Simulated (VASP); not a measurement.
# PbS (R3m) in VASP: further runs, part 2 of 2

VASP 6.6.1. Earlier steps stand in the parts before.

### 4 Single point, LDA

This run uses another cell than the first one, of 26.15 Å³/atom.

The input, INCAR:

```
ALGO = Normal ; EDIFF = 1E-6
ENCUT = 520 ; ISIF = 2
ISMEAR = -1 ; LASPH = T
LCHARG = F ; LREAL = F
LWAVE = F ; NBANDS = 17
NELM = 60 ; PREC = Accurate
SIGMA = 0.05
```

The input, KPOINTS:

```
k-points
0
Gamma
  8 8 8
```

The input, POSCAR:

```
PbS
1.0
    2.0984823409      1.2115593444      3.4287483306
   -2.0984823409      1.2115593444      3.4287483306
    0.0000000000     -2.4231186889      3.4287483306
Pb S
1 1
Direct
    0.9805657800      0.9805657800      0.9805657800
    0.4750355500      0.4750355500      0.4750355500
```

Potentials or basis: VASP PAW LDA potentials, release 64 (Pb_d, S).

The run is started by

```bash
> cat potpaw_LDA.64/Pb_d/POTCAR potpaw_LDA.64/S/POTCAR > POTCAR
> mpirun -np 1 vasp_std > vasp.out
```

OUTCAR:

```text
EDIFF = 1E-6
   ENCUT = 520
   ISIF = 2
   ISMEAR = -1
   LASPH = T
   LREAL = F
   NELM = 60
   PREC = Accurate

 ion  position               nearest neighbor table
   1  0.981  0.981  0.981-   2 2.94   2 2.94   2 2.94   2 3.00   2 3.00   2 3.00
   2  0.475  0.475  0.475-   1 2.94   1 2.94   1 2.94   1 3.00   1 3.00   1 3.00

  LATTYP: Found a trigonal (rhomboedric) cell.
 ALAT       =     4.1985496656
 COS(alpha) =     0.5003774362

  Lattice vectors:

 A1 = (   2.0984823409,   1.2115593444,   3.4287483306)
 A2 = (  -2.0984823409,   1.2115593444,   3.4287483306)
 A3 = (   0.0000000000,  -2.4231186889,   3.4287483306)

Analysis of symmetry for initial positions (statically):
=====================================================================
 Subroutine PRICEL returns:
 Original cell was already a primitive cell.

 Routine SETGRP: Setting up the symmetry group for a
 trigonal (rhombohedral) supercell.

 Subroutine GETGRP returns: Found  6 space group operations
 (whereof  6 operations were pure point group operations)
 out of a pool of 12 trial point group operations.

The static configuration has the point symmetry C_3v.

Analysis of symmetry for dynamics (positions and initial velocities):
=====================================================================
 Subroutine PRICEL returns:
 Original cell was already a primitive cell.

 Routine SETGRP: Setting up the symmetry group for a
 trigonal (rhombohedral) supercell.

 Subroutine GETGRP returns: Found  6 space group operations
 (whereof  6 operations were pure point group operations)
 out of a pool of 12 trial point group operations.

The dynamic configuration has the point symmetry C_3v.

 Subroutine INISYM returns: Found  6 space group operations
[... 109 lines left out ...]
   NUPDOWN=      -1.0000    fix difference up-down
   EMIN   =  10.00;   EMAX   =-10.00  energy-range for DOS
   EFERMI =   0.00;   METHOD = LEGACY
   ISMEAR =    -1;   SIGMA  =   0.05  broadening in eV -4-tet -1-fermi 0-gaus
   EFERMI_NEDOS =   21; number of points for ismear=-14 and -15
   IALGO  =     38    algorithm
   IMIX   =      4    mixing-type and parameters
     AMIX     =   0.40;   BMIX     =  1.00
     AMIX_MAG =   1.60;   BMIX_MAG =  1.00
  volume/ion in A,a.u.               =      26.15       176.48
  Fermi-wavevector in a.u.,A,eV,Ry     =   1.188245  2.245457 19.210411  1.411925
  Thomas-Fermi vector in A             =   2.324378
   LORBIT       =      0    0 simple, 1 ext, 2 COOP (PROOUT), +10 PAW based schemes
   GGA     = CA    functional components
   LHFCALC =     F    Hartree Fock is set to
   AEXX    =    0.0000 exact exchange contribution
   IVDW    =     0    specifies the selected vdW correction
   LEPSILON=     F    determine dielectric tensor
   LRPA    =     F    only Hartree local field effects (RPA)
 non-spin polarized calculation
  energy-cutoff  :      520.00
  volume of cell :       52.30
 maximum number of plane-waves:      1424
   NGX = 15   NGY = 15   NGZ = 15

 number of electron      20.0000002 magnetization

 Free energy of the ion-electron system (eV)
  ---------------------------------------------------
  ext. energy  EPLUGINS =         0.00000000
  ---------------------------------------------------
  free energy    TOTEN  =        -9.98008188 eV

  energy without entropy =       -9.97969766  energy(sigma->0) =       -9.97988977

 E-fermi :   5.6696     XC(G=0): -10.0171

 val. band max:        5.5492111072   @ k =   0.5000  -0.0000  -0.0000
 cond. band min:       5.7899595853   @ k =   0.5000  -0.0000  -0.0000
 fundamental gap:      0.2407484780
 Fermi energy:         5.6695974817

 k-point     1 :       0.0000    0.0000    0.0000
  band No.  band energies     occupation
      1     -11.2073      2.00000
      2     -11.2070      2.00000
      3     -11.2070      2.00000
      4     -11.1984      2.00000
      5     -11.1984      2.00000
      6      -7.9903      2.00000
[... 457 lines left out ...]
      4     -11.1822      2.00000
      5     -11.1725      2.00000
      6      -7.2041      2.00000
[... 9 lines left out ...]
     16      15.0858      0.00000
     17      16.3474      0.00000

 [... further k-points ...]

------------------------ aborting loop because EDIFF is reached ----------------------------------------

  FORCE on cell =-STRESS in cart. coord.  units (eV):
  Direction    XX          YY          ZZ          XY          YZ          ZX
  --------------------------------------------------------------------------------------
  -------------------------------------------------------------------------------------
  Total       -0.8691066     -0.8691066     -0.8635442      0.0000000      0.0000000      0.0000000
  in kB      -26.6223721    -26.6223721    -26.4519859      0.0000000      0.0000000      0.0000000
  external PRESSURE =     -26.5655767 kB  Pullay stress =       0.0000000 kB

 VOLUME and BASIS-vectors are now :
 -----------------------------------------------------------------------------
  energy-cutoff  :      520.00
  volume of cell :       52.30
      direct lattice vectors                 reciprocal lattice vectors
     2.098482341  1.211559344  3.428748331     0.238267433  0.137563766  0.097217206
    -2.098482341  1.211559344  3.428748331    -0.238267433  0.137563766  0.097217206
     0.000000000 -2.423118689  3.428748331     0.000000000 -0.275127533  0.097217206

 POSITION                                       TOTAL-FORCE (eV/Angst)
 -----------------------------------------------------------------------------------
      0.00000     -0.00000     10.08634         0.000000      0.000000     -0.007118
      0.00000     -0.00000      4.88633         0.000000     -0.000000      0.007118
 -----------------------------------------------------------------------------------
    total drift:                                0.000000     -0.000000     -0.000623

  FREE ENERGIE OF THE ION-ELECTRON SYSTEM (eV)
  ---------------------------------------------------
  free  energy   TOTEN  =        -9.9800818752 eV

  energy  without entropy=       -9.9796976607  energy(sigma->0) =       -9.97988977
```

stdout:

```text
POSCAR found type information on POSCAR PbS
 POSCAR found :  2 types and       2 ions
 scaLAPACK will be used
 LDA part: xc-table for (Slater(with rela. corr.)+CA(PZ))
 , standard interpolation
 POSCAR, INCAR and KPOINTS ok, starting setup
 FFT: planning ... GRIDC
 FFT: planning ... GRID_SOFT
 FFT: planning ... GRID
 WAVECAR not read
 entering main loop
```

It took 64 s on 1 thread of AMD EPYC 7R13, shared host; peak memory 0.16 GiB.

What came out:

```yaml
Free_energy: -9.9801 eV
Pressure: -2.7 GPa
Largest_force: 0.007 eV/Å
Band_gap_on_the_k_mesh: 0.24 eV
```

Forces in eV/Å, atoms in the order of the input:
```
Pb   0.000  0.000 -0.007
S    0.000  0.000  0.007
```

Levels at points of the mesh, in eV from the valence-band top:
```csv
k point,band 6,band 7,band 8,band 9,band 10,band 11,band 12,band 13,band 14,band 15
"(0.00, 0.00, 0.00)",-13.54,-6.07,-2.14,-2.14,-2.14,5.04,5.07,5.07,6.67,6.67
"(0.50, 0.00, 0.00)",-12.25,-8.90,-1.75,-1.74,0.00,0.24,1.86,1.87,8.48,10.10
"(0.50, 0.50, 0.00)",-11.82,-7.27,-5.22,-3.44,-3.43,3.73,5.47,5.57,5.59,11.19
"(0.50, 0.50, 0.50)",-12.26,-8.89,-1.74,-1.74,-0.06,0.30,1.86,1.86,8.47,10.10
```

Caveat: spin-orbit coupling is left out, which moves the levels of the heavy elements.

### 5 Single point, PBEsol

This run uses another cell than the first one, of 26.15 Å³/atom.

The input, INCAR:

```
SYSTEM = PbS
  PREC = Accurate
  ENCUT = 520
  EDIFF = 1E-6
  ISMEAR = -1
  SIGMA = 0.05
  LREAL = .False.
  LASPH = .True.
  NELM = 100
  ALGO = Normal
  ISIF = 2
  LWAVE = .False.
  LCHARG = .False.
  GGA = PS
  NBANDS = 17
```

The input, KPOINTS:

```
regular mesh
0
Gamma
  8 8 8
  0 0 0
```

POSCAR is that of step 4.

Potentials or basis: VASP PAW PBE potentials, release 64 (Pb_d, S).

The run is started by

```bash
> cat potpaw_PBE.64/Pb_d/POTCAR potpaw_PBE.64/S/POTCAR > POTCAR
> mpirun -np 1 vasp_std > vasp.out
```

Run time: 68 s. Hardware: 1 thread of AMD EPYC 7R13, shared host; peak memory 0.18 GiB.

It converged, with:

| Item | Value |
| --- | --- |
| Free energy | -9.4545 eV |
| Pressure | -1.0 GPa |
| Largest force | 0.018 eV/Å |
| Band gap on the k mesh | 0.29 eV |

Forces in eV/Å, atoms in the order of the input:
```
Pb   0.000  0.000 -0.018
S    0.000  0.000  0.018
```

Levels at points of the mesh, in eV from the valence-band top:
```
           k point  band 7  band 8  band 9  band 10  band 11  band 12  band 13  band 14
(0.00, 0.00, 0.00)   -6.05   -2.15   -2.15    -2.14     5.13     5.16     5.16     6.67
(0.50, 0.00, 0.00)   -8.87   -1.76   -1.76     0.00     0.29     1.92     1.93     8.49
(0.50, 0.50, 0.00)   -7.23   -5.21   -3.44    -3.43     3.73     5.53     5.65     5.67
(0.50, 0.50, 0.50)   -8.86   -1.76   -1.76    -0.05     0.34     1.92     1.92     8.49
```

Caveat: the PAW data sets were made with another functional, which shifts forces and pressure a little; spin-orbit coupling is left out, which moves the levels of the heavy elements.

### 6 Summary

```tsv
level	potentials or basis	cell	gap on the mesh (eV)	pressure (GPa)	largest force (eV/Å)
PBEsol	VASP PAW PBE potentials, release 64 (Pb_d, S)	a = 4.141 Å, angles 60.0°, 2 atoms	0.14	1.5	0.04
LDA	VASP PAW LDA potentials, release 64 (Pb_d, S)	a = 4.170 Å, angles 60.0°, 2 atoms	0.17	-1.5	0.02
LDA	VASP PAW LDA potentials, release 64 (Pb_d, S)	a = 4.199 Å, angles 60.0°, 2 atoms	0.24	-2.7	0.01
PBEsol	VASP PAW PBE potentials, release 64 (Pb_d, S)	a = 4.199 Å, angles 60.0°, 2 atoms	0.29	-1.0	0.02
```

Alike in all rows: task single point; no spin polarisation; k mesh 8 × 8 × 8; cutoff (eV) 520; smearing fermi-dirac 0.05 eV.

Caveats: spin-orbit coupling is left out, which moves the levels of the heavy elements; the PAW data sets were made with another functional, which shifts forces and pressure a little (at least some runs).

Total energies depend on the potentials used, so only differences within one code and one set of settings carry meaning.
